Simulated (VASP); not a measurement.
# InAs (rocksalt type) (Fm-3m) in VASP: single point with PBEsol

Aim: the single point of InAs (rocksalt type) with PBEsol.

All numbers are computed with VASP 6.6.1; they aren't measurements. Logs are shortened: lines on timing, memory, paths and dates and some standing lists are left out, and cuts for length are marked.

## Step 1: The cell of the first run

It takes space group Fm-3m (No. 225, cubic). Conventional cell: a = 5.068 Å, b = 5.068 Å, c = 5.068 Å, α = 90.00°, β = 90.00°, γ = 90.00°. Within 3.3 Å of In (site symmetry m-3m) lie 6 As at 2.53 Å. As (site symmetry m-3m) has 6 In at 2.53 Å within 3.3 Å.

## Step 2: Single point, PBEsol (volume scaled by 0.72)

INCAR

```
SYSTEM = InAs
ALGO = Normal
EDIFF = 1E-6
ENCUT = 520
GGA = PS
ISIF = 2
ISMEAR = -1
LASPH = .TRUE.
LCHARG = .FALSE.
LREAL = .FALSE.
LWAVE = .FALSE.
NBANDS = 16
NELM = 100
PREC = Accurate
SIGMA = 0.1
```

KPOINTS

```
k-points
0
G
  13 13 13
  0 0 0
```

POSCAR

```
InAs
1.0
    0.0000000000      2.5340099114      2.5340099114
    2.5340099114      0.0000000000      2.5340099114
    2.5340099114      2.5340099114      0.0000000000
In As
1 1
Direct
    0.0000000000      0.0000000000      0.0000000000
    0.5000000000      0.5000000000      0.5000000000
```

Potentials or basis: VASP PAW PBE potentials, release 64 (In_d, As).

The run is started by

```sh
$ cat potpaw_PBE.64/In_d/POTCAR potpaw_PBE.64/As/POTCAR > POTCAR
$ mpirun -np 1 vasp_std > vasp.out
```

OUTCAR:

```text
SYSTEM = InAs
   EDIFF = 1E-6
   ENCUT = 520
   GGA = PS
   ISIF = 2
   ISMEAR = -1
   LASPH = .TRUE.
   LREAL = .FALSE.
   NELM = 100
   PREC = Accurate

 ion  position               nearest neighbor table
   1  0.000  0.000  0.000-   2 2.53   2 2.53   2 2.53   2 2.53   2 2.53   2 2.53
   2  0.500  0.500  0.500-   1 2.53   1 2.53   1 2.53   1 2.53   1 2.53   1 2.53

  LATTYP: Found a face centered cubic cell.
 ALAT       =     5.0680198228

  Lattice vectors:

 A1 = (   0.0000000000,   2.5340099114,   2.5340099114)
 A2 = (   2.5340099114,   0.0000000000,   2.5340099114)
 A3 = (   2.5340099114,   2.5340099114,   0.0000000000)

Analysis of symmetry for initial positions (statically):
=====================================================================
 Subroutine PRICEL returns:
 Original cell was already a primitive cell.

 Routine SETGRP: Setting up the symmetry group for a
 face centered cubic supercell.

 Subroutine GETGRP returns: Found 48 space group operations
 (whereof 48 operations were pure point group operations)
 out of a pool of 48 trial point group operations.

The static configuration has the point symmetry O_h .

Analysis of symmetry for dynamics (positions and initial velocities):
=====================================================================
 Subroutine PRICEL returns:
 Original cell was already a primitive cell.

 Routine SETGRP: Setting up the symmetry group for a
 face centered cubic supercell.

 Subroutine GETGRP returns: Found 48 space group operations
 (whereof 48 operations were pure point group operations)
 out of a pool of 48 trial point group operations.

The dynamic configuration has the point symmetry O_h .

 Subroutine INISYM returns: Found 48 space group operations
 (whereof 48 operations are pure point group operations),
 and found     1 'primitive' translations

----------------------------------------------------------------------------------------

                                     Primitive cell

  volume of cell :      32.5428

  direct lattice vectors                    reciprocal lattice vectors
     0.000000000  2.534009911  2.534009911    -0.197315724  0.197315724  0.197315724
     2.534009911  0.000000000  2.534009911     0.197315724 -0.197315724  0.197315724
     2.534009911  2.534009911  0.000000000     0.197315724  0.197315724 -0.197315724

  length of vectors
     3.583631184  3.583631184  3.583631184     0.341760859  0.341760859  0.341760859

  position of ions in fractional coordinates (direct lattice)
     0.000000000  0.000000000  0.000000000
[... 73 lines left out ...]
   LNONCOLLINEAR =      F non collinear calculations
   LSORBIT =      F    spin-orbit coupling
   LASPH  =      T    aspherical Exc in radial PAW
   ENCUT  =  520.0 eV  38.22 Ry    6.18 a.u.   6.66  6.66  6.66*2*pi/ulx,y,z
   NELM   =    100;   NELMIN=  2; NELMDL= -5     # of ELM steps
   EDIFF  = 0.1E-05   stopping-criterion for ELM
   LREAL  =      F    real-space projection
   EDIFFG = 0.1E-04   stopping-criterion for IOM
   NSW    =      0    number of steps for IOM
   IBRION =     -1    ionic relax: 0-MD 1-quasi-New 2-CG
   NFREE  =      0    steps in history (QN), initial steepest desc. (CG)
   ISIF   =      2    stress and relaxation
   ISYM   =      2    0-nonsym 1-usesym 2-fastsym
   POTIM  = 0.5000    time-step for ionic-motion
   TEBEG  =    0.0;   TEEND  =   0.0 temperature during run
   PSTRESS=    0.0 pullay stress
   NELECT =      18.0000    total number of electrons
   NUPDOWN=      -1.0000    fix difference up-down
   EMIN   =  10.00;   EMAX   =-10.00  energy-range for DOS
   EFERMI =   0.00;   METHOD = LEGACY
   ISMEAR =    -1;   SIGMA  =   0.10  broadening in eV -4-tet -1-fermi 0-gaus
   EFERMI_NEDOS =   21; number of points for ismear=-14 and -15
   IALGO  =     38    algorithm
   IMIX   =      4    mixing-type and parameters
     AMIX     =   0.40;   BMIX     =  1.00
     AMIX_MAG =   1.60;   BMIX_MAG =  1.00
  volume/ion in A,a.u.               =      16.27       109.80
  Fermi-wavevector in a.u.,A,eV,Ry     =   1.343839  2.539488 24.570819  1.805904
  Thomas-Fermi vector in A             =   2.471881
   LORBIT       =      0    0 simple, 1 ext, 2 COOP (PROOUT), +10 PAW based schemes
   GGA     = PS    functional components
   LHFCALC =     F    Hartree Fock is set to
   AEXX    =    0.0000 exact exchange contribution
   IVDW    =     0    specifies the selected vdW correction
   LEPSILON=     F    determine dielectric tensor
   LRPA    =     F    only Hartree local field effects (RPA)
 non-spin polarized calculation
  energy-cutoff  :      520.00
  volume of cell :       32.54
 maximum number of plane-waves:       899
   NGX = 13   NGY = 13   NGZ = 13

 number of electron      17.9999993 magnetization

 Free energy of the ion-electron system (eV)
  ---------------------------------------------------
  ext. energy  EPLUGINS =         0.00000000
  ---------------------------------------------------
  free energy    TOTEN  =        -6.72618510 eV

  energy without entropy =       -6.70289656  energy(sigma->0) =       -6.71454083

 E-fermi :  10.9819     XC(G=0): -12.0831

 val. band max:       10.9713936678   @ k =  -0.4615   0.0769   0.0000
 cond. band min:      11.0263354173   @ k =  -0.4615   0.3846   0.0769
 fundamental gap:      0.0549417495
 Fermi energy:        10.9819121802

 k-point     1 :       0.0000    0.0000    0.0000
  band No.  band energies     occupation
      1      -4.5182      2.00000
      2      -4.1989      2.00000
      3      -4.1989      2.00000
      4      -4.1663      2.00000
      5      -4.1663      2.00000
      6      -4.1663      2.00000
[... 433 lines left out ...]
      3      -4.2282      2.00000
      4      -4.0534      2.00000
      5      -3.9632      2.00000
      6      -1.3617      2.00000
[... 8 lines left out ...]
     15      24.6114      0.00000
     16      25.1641      0.00000

 [... further k-points ...]
[... 5 lines left out ...]
  --------------------------------------------------------------------------------------
  -------------------------------------------------------------------------------------
  Total       10.5352754     10.5352754     10.5352754     -0.0000000     -0.0000000      0.0000000
  in kB      518.6824482    518.6824482    518.6824482     -0.0000000     -0.0000000      0.0000000
  external PRESSURE =     518.6824482 kB  Pullay stress =       0.0000000 kB

 VOLUME and BASIS-vectors are now :
 -----------------------------------------------------------------------------
  energy-cutoff  :      520.00
  volume of cell :       32.54
      direct lattice vectors                 reciprocal lattice vectors
     0.000000000  2.534009911  2.534009911    -0.197315724  0.197315724  0.197315724
     2.534009911  0.000000000  2.534009911     0.197315724 -0.197315724  0.197315724
     2.534009911  2.534009911  0.000000000     0.197315724  0.197315724 -0.197315724

 POSITION                                       TOTAL-FORCE (eV/Angst)
 -----------------------------------------------------------------------------------
      0.00000      0.00000      0.00000        -0.000000      0.000000      0.000000
      2.53401      2.53401      2.53401         0.000000     -0.000000     -0.000000
 -----------------------------------------------------------------------------------
    total drift:                               -0.000000      0.000000      0.000000

  FREE ENERGIE OF THE ION-ELECTRON SYSTEM (eV)
  ---------------------------------------------------
  free  energy   TOTEN  =        -6.7261850999 eV

  energy  without entropy=       -6.7028965602  energy(sigma->0) =       -6.71454083
```

OSZICAR:

```text
N       E                     dE             d eps       ncg     rms          rms(c)
DAV:   1     0.110508794078E+03    0.11051E+03   -0.86563E+03  2728   0.145E+03
DAV:   2    -0.109229799020E+01   -0.11160E+03   -0.10692E+03  3008   0.318E+02
DAV:   3    -0.696668155088E+01   -0.58744E+01   -0.58086E+01  3432   0.696E+01
DAV:   4    -0.707365254886E+01   -0.10697E+00   -0.10690E+00  3296   0.907E+00
DAV:   5    -0.707754565036E+01   -0.38931E-02   -0.38929E-02  3816   0.164E+00    0.747E+00
DAV:   6    -0.677789420361E+01    0.29965E+00   -0.37923E-01  3960   0.172E+01    0.404E+00
DAV:   7    -0.673098284856E+01    0.46911E-01   -0.11953E-01  4312   0.589E+00    0.933E-01
DAV:   8    -0.672655661756E+01    0.44262E-02   -0.12124E-02  3720   0.181E+00    0.353E-01
DAV:   9    -0.672619350234E+01    0.36312E-03   -0.62856E-04  3976   0.406E-01    0.193E-01
DAV:  10    -0.672618593265E+01    0.75697E-05   -0.40055E-05  3624   0.630E-02    0.829E-02
DAV:  11    -0.672618510716E+01    0.82549E-06   -0.20751E-05  4024   0.874E-02    0.103E-01
DAV:  12    -0.672618509986E+01    0.72989E-08   -0.61877E-06  3552   0.286E-02
   1 F= -.67261851E+01 E0= -.67145408E+01  d E =-.232885E-01
```

stdout:

```text
POSCAR found type information on POSCAR InAs
 POSCAR found :  2 types and       2 ions
 scaLAPACK will be used
 -----------------------------------------------------------------------------
|                                                                             |
|                                                                             |
|     You enforced a specific xc type in the INCAR file but a different       |
|     I HOPE YOU KNOW WHAT YOU ARE DOING!                                     |
|                                                                             |
 -----------------------------------------------------------------------------

 LDA part: xc-table for (Slater+PW92), standard interpolation
 POSCAR, INCAR and KPOINTS ok, starting setup
 FFT: planning ... GRIDC
 FFT: planning ... GRID_SOFT
 FFT: planning ... GRID
 WAVECAR not read
 entering main loop
```

Run time: 30 s. Hardware: 1 thread of AMD EPYC 7R13 (Zen 3), shared host; peak memory 0.16 GiB.

Results:

* Free energy: -6.7262 eV
* Pressure: 51.9 GPa
* Band gap on the k mesh: zero (band 9 reaches 11.52 eV, above the bottom of band 10 at 8.45 eV)

Levels at points of the mesh, in eV from the Fermi level:
```csv
k point,band 5,band 6,band 7,band 8,band 9,band 10,band 11,band 12,band 13,band 14
"(0.00, 0.00, 0.00)",-15.15,-15.15,-0.56,-0.56,-0.56,2.64,7.47,7.47,7.47,7.99
```

Caveat: the PAW data sets were made with another functional, which shifts forces and pressure a little; spin-orbit coupling is left out, which moves the levels of the heavy elements.
